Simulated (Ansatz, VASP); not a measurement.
# Nb in VASP and in Ansatz

The input INCAR:

```
PREC = Accurate
ENCUT = 520
EDIFF = 1E-6
ISMEAR = -1
SIGMA = 0.08
LREAL = False
LASPH = True
NELM = 100
ALGO = Normal
ISIF = 2
LWAVE = False
LCHARG = True
GGA = PE
LELF = True
LVHAR = True
NBANDS = 34
```

File KPOINTS:

```
Automatic mesh
0
Gamma
  13 7 8
```

File POSCAR:

```
Nb
1.0
   -1.4341984283      2.4841045459      0.0000000000
    0.0000000000      0.0000000000      5.2435111144
    4.3025952849      2.4841045459      0.0000000000
Nb
4
Direct
    0.5000000000      0.2500000000      0.1666666670
    0.0000000000      0.2500000000      0.6666666670
    0.0000000000      0.7500000000      0.3333333330
    0.5000000000      0.7500000000      0.8333333330
```

Input for Ansatz:

```yaml
crystal:
  lattice:
    - [-1.4341984283, 2.4841045459, 0.0]
    - [0.0, 0.0, 5.2435111144]
    - [4.3025952849, 2.4841045459, 0.0]
  atoms:
    - { symbol: Nb, position: [0.5, 0.25, 0.166666667] }
    - { symbol: Nb, position: [0.0, 0.25, 0.666666667] }
    - { symbol: Nb, position: [0.0, 0.75, 0.333333333] }
    - { symbol: Nb, position: [0.5, 0.75, 0.833333333] }
kpoints:
  mp_grid: { grid: [13, 7, 8] }
scf:
  occupations: { method: fermi_dirac, width: 0.08 }
hamiltonian:
  xc: pbe
  pseudopotentials: { kind: paw }
output:
  forces: true
  stress: true
  eigenvalues: true
  write_density: true
  write_potential: true
  elf: true
  volumetric_format: npy
```

Alike in both runs: task single point; functional PBE; k mesh 13 × 7 × 8; occupations fermi-dirac, width 0.08 eV; no spin polarisation.

|  | VASP | Ansatz |
| --- | --- | --- |
| version | VASP 6.6.1 | Ansatz 0.2.0 |
| potentials or method | VASP PAW PBE potentials, release 64 (Nb_sv) | PAW with Ansatz's default frozen-core files, scalar-relativistic |
| plane-wave cutoff (eV) | 520 | 420 |
| valence electrons in the cell | 52 | 52 |

Ansatz gave:

```
pressure (GPa)                                                : 0.0
traceless stress, the component that is largest in VASP (GPa) : 0.17
```

Estimate VASP's values.

pressure (GPa): -0.4; traceless stress, the component that is largest in VASP (GPa): 0.13.
